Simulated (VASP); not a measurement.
Here is a VASP 6.6.1 calculation.

File INCAR:

```
ALGO = Normal
EDIFF = 1E-6
ENCUT = 520
GGA = PE
ISIF = 2
ISMEAR = 0
LASPH = True
LCHARG = False
LREAL = False
LWAVE = False
NBANDS = 32
NELM = 100
PREC = Accurate
SIGMA = 0.1
```

Contents of KPOINTS:

```
k-points
0
Gamma
  6 6 6
```

The input POSCAR:

```
Bi2Te3
1.0
    2.2378091673      1.2919997251      9.8428623236
   -2.2378091673      1.2919997251      9.8428623236
    0.0000000000     -2.5839994503      9.8428623236
Bi Te
2 3
Direct
    0.8101658250      0.8101658250      0.8101658250
    0.3998191009      0.3998191009      0.3998191009
    0.6056269192      0.6056269192      0.6056269192
    0.2029717543      0.2029717543      0.2029717543
    0.0064164005      0.0064164005      0.0064164005
```

Potentials or basis: VASP PAW PBE potentials, release 64 (Bi_d, Te).

Command:

```console
$ cat potpaw_PBE.64/Bi_d/POTCAR potpaw_PBE.64/Te/POTCAR > POTCAR
$ mpirun -np 1 vasp_std > vasp.out
```

Task: What does it give for the pressure?

Result: 0.1 GPa.

Task: Predict the largest force.

Result: 0.034 eV/Å.

Task: What does it give for the band gap on the k mesh?

Result: Zero (bands 24 and 25 overlap by 0.03 eV).

Stress tensor (GPa, compression positive):
```
0.04 0.00 0.00
0.00 0.04 0.00
0.00 0.00 0.16
```

Caveat: spin-orbit coupling is left out, which moves the levels of the heavy elements.
